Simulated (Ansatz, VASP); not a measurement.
# C in VASP and in Ansatz

INCAR

```
PREC     = Accurate       # precision mode
ENCUT    = 520            # plane-wave cutoff, eV
EDIFF    = 1E-6           # SCF threshold, eV
ISMEAR   = -1             # smearing method
SIGMA    = 0.1            # smearing width, eV
LREAL    = False          # projectors in reciprocal space
LASPH    = True           # aspherical terms in the spheres
NELM     = 60             # most SCF steps
ALGO     = Normal         # electronic algorithm
ISIF     = 2              # what is computed and relaxed
LWAVE    = False          # write WAVECAR
LCHARG   = False          # write CHGCAR
GGA      = RE             # functional
NBANDS   = 8              # bands
```

KPOINTS

```
regular mesh
0
Gamma
  20 20 20
```

The input POSCAR:

```
C
1.0
    0.0000000000      1.5699314425      1.5699314425
    1.5699314425      0.0000000000      1.5699314425
    1.5699314425      1.5699314425      0.0000000000
C
1
Direct
    0.0000000000      0.0000000000      0.0000000000
```

Input for Ansatz:

```yaml
crystal:
  lattice:
    - [0.0, 1.5699314425, 1.5699314425]
    - [1.5699314425, 0.0, 1.5699314425]
    - [1.5699314425, 1.5699314425, 0.0]
  atoms:
    - { symbol: C, position: [0.0, 0.0, 0.0] }
hamiltonian:
  xc: revpbe
  pseudopotentials:
    kind: paw
    azcp:
      C: "pseudopotentials/C.paw.azcp"
basis:
  ecutwfc: 420
  fft_grid_basis: typed
kpoints:
  mp_grid: { grid: [20, 20, 20], shift: [0, 0, 0] }
magnetization:
  spin_polarized: false
scf:
  occupations: { method: fermi_dirac, width: 0.1 }
  lower_state_search: "off"
output:
  stress: true
```

Alike in both runs: task single point; functional revPBE; k mesh 20 × 20 × 20; occupations fermi-dirac, width 0.1 eV; no spin polarisation.

```csv
,VASP,Ansatz
version,VASP 6.6.1,Ansatz 0.2.0
potentials or method,"VASP PAW PBE potentials, release 64 (C), cutoff 520 eV","plane waves (420 eV) with PAW, scalar-relativistic"
valence electrons in the cell,4,4
```

```csv
,VASP,Ansatz,Ansatz less VASP
pressure (GPa),-5.4,-5.4,-0.01
```

VASP's potentials were made for PBE, not for revPBE.
